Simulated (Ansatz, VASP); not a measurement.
**GeSb4Te7: VASP beside Ansatz**

```
Te Sb Ge
1.0
     4.37343    0.00000    0.00000
    -2.18671    3.78750    0.00000
     0.00000    0.00000   25.12099
Te Sb Ge
7 4 1
Direct
  0.00000 0.00000 0.28102
  0.00000 0.00000 0.00000
  0.33333 0.66667 0.56861
  0.66667 0.33333 0.43139
  0.00000 0.00000 0.71898
  0.66667 0.33333 0.15027
  0.33333 0.66667 0.84973
  0.66667 0.33333 0.65025
  0.33333 0.66667 0.08110
  0.33333 0.66667 0.34975
  0.66667 0.33333 0.91890
  0.00000 0.00000 0.50000
```

Alike in both runs: task single point; functional PBEsol; k mesh 7 × 7 × 2; occupations fermi-dirac, width 0.05 eV; no spin polarisation.

|  | VASP | Ansatz |
| --- | --- | --- |
| version | VASP 6.6.1 | Ansatz 0.2.0 |
| potentials or method | VASP PAW PBE potentials, release 64 (Te, Sb, Ge_d) | Ansatz PAW |
| plane-wave cutoff (eV) | 520 | 420 |
| valence electrons in the cell | 76 | 186 |

VASP gave:

| Quantity | Value |
| --- | --- |
| gap on the k mesh at the Fermi level (eV) | 0.39 |
| least direct gap on the mesh (eV) | 0.39 |
| pressure (GPa) | -3.9 |
| traceless stress, the component that is largest in VASP (GPa) | -0.10 |
| rms of the force components (eV/Å) | 0.134 |

Task: Estimate Ansatz's values.

Result: gap on the k mesh at the Fermi level (eV): 0.39; least direct gap on the mesh (eV): 0.39; pressure (GPa): -3.9; traceless stress, the component that is largest in VASP (GPa): -0.11; rms of the force components (eV/Å): 0.143.

VASP's potentials were made for PBE, not for PBEsol. Atom by atom the forces differ by 0.011 eV/Å (rms over components). VASP's potentials hold 76 valence electrons a cell and Ansatz's 186, so a difference there can come from the potentials and not from the codes.

Spin-orbit coupling is off throughout. Noted on Ansatz's run: odd divisions of the mesh miss points on the zone boundary, where band edges often lie, so the gap on the mesh can be too wide.
